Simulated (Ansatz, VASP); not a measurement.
**Two plane-wave programs on NaSb2**

```
CELL_PARAMETERS angstrom
-3.84496 3.84496 2.87637
3.84496 -3.84496 2.87637
3.84496 3.84496 -2.87637
ATOMIC_POSITIONS crystal
Na 0.25000 0.25000 0.00000
Na 0.75000 0.75000 0.00000
Sb 0.62865 0.12865 0.75729
Sb 0.12865 0.37135 0.50000
Sb 0.37135 0.87135 0.24271
Sb 0.87135 0.62865 0.50000
```

Alike in both runs: functional PBE; k mesh 8 × 8 × 8; occupations gaussian, width 0.1 eV; no spin polarisation.

Ansatz relaxed the structure, and its values are those at the end. VASP's run is a single point on that final structure, the one shown.

|  | VASP | Ansatz |
| --- | --- | --- |
| version | VASP 6.6.1 | Ansatz 0.2.0 |
| potentials or method | VASP PAW PBE potentials, release 64 (Na_pv, Sb), cutoff 520 eV | scalar-relativistic, plane waves, PAW |
| valence electrons in the cell | 34 | 78 |

```tsv
	VASP	Ansatz	Ansatz less VASP
gap on the k mesh at the Fermi level (eV)	none	none	-
pressure (GPa)	0.1	0.0	-0.03
rms of the force components (eV/Å)	0.010	0.001	-0.0084
```

A gap of «none» marks a metal or a gap that the smearing closes. VASP's potentials hold 34 valence electrons a cell and Ansatz's 78, so a difference there can come from the potentials and not from the codes.

Neither program's run includes spin-orbit coupling.
